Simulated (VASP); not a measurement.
KBr: single point with PBE

Crystal: KBr.

```xyz
4
Lattice="3.2997 3.2997 0.0000 -3.3810 3.3810 0.0000 0.0000 0.0000 6.7142" Properties=species:S:1:pos:R:3 pbc="T T T"
K     0.0000    0.0000    0.0000
K    -0.0406    3.3404    3.3571
Br   -0.0406    3.3404    0.0000
Br    0.0000    0.0000    3.3571
```

* Program: VASP 6.6.1
* Task: single point
* Functional: PBE
* Potentials or basis: VASP PAW PBE potentials, release 64 (K_sv, Br)
* Cutoff: 520 eV
* k mesh: 6 × 6 × 4
* Occupations: gaussian, width 0.02 eV
* Spin: no spin polarisation
* Dipole correction: no
* Further INCAR settings: ALGO = Normal; EDIFF = 1e-06; NBANDS = 24

| Item | Value |
| --- | --- |
| Pressure | 0.1 GPa |
| Band gap on the k mesh | 4.30 eV |

Stress tensor (GPa, compression positive):
```
0.16 0.13 0.00
0.13 0.16 0.00
0.00 0.00 0.02
```

Levels at points of the mesh, in eV from the valence-band top:
| k point | band 12 | band 13 | band 14 | band 15 | band 16 | band 17 | band 18 | band 19 | band 20 | band 21 |
| --- | --- | --- | --- | --- | --- | --- | --- | --- | --- | --- |
| (0.00, 0.00, 0.00) | -0.33 | -0.26 | -0.05 | -0.03 | 0.00 | 4.30 | 5.88 | 7.02 | 7.48 | 7.55 |
| (0.50, 0.00, 0.00) | -0.89 | -0.40 | -0.40 | -0.35 | -0.35 | 6.74 | 6.74 | 7.36 | 7.36 | 8.70 |
| (0.00, 0.50, 0.00) | -0.88 | -0.42 | -0.42 | -0.28 | -0.28 | 6.68 | 6.68 | 7.41 | 7.41 | 8.70 |
| (0.50, 0.50, 0.00) | -0.80 | -0.30 | -0.30 | -0.30 | -0.30 | 5.88 | 5.88 | 7.02 | 7.02 | 9.26 |
| (0.00, 0.00, 0.50) | -0.68 | -0.21 | -0.21 | -0.14 | -0.14 | 5.72 | 5.72 | 6.53 | 6.53 | 8.77 |
| (0.50, 0.00, 0.50) | -1.12 | -0.36 | -0.36 | -0.33 | -0.33 | 6.47 | 6.47 | 8.08 | 8.08 | 9.59 |
| (0.00, 0.50, 0.50) | -1.13 | -0.33 | -0.33 | -0.29 | -0.29 | 6.48 | 6.48 | 8.01 | 8.01 | 9.54 |
| (0.50, 0.50, 0.50) | -0.59 | -0.57 | -0.57 | -0.52 | -0.52 | 7.29 | 7.29 | 7.31 | 7.31 | 8.07 |

It took 3.3 min on 1 thread of AMD EPYC 9755 128-Core Processor, with other jobs on the host, peak memory 0.28 GiB.

A k mesh can miss the band edges.
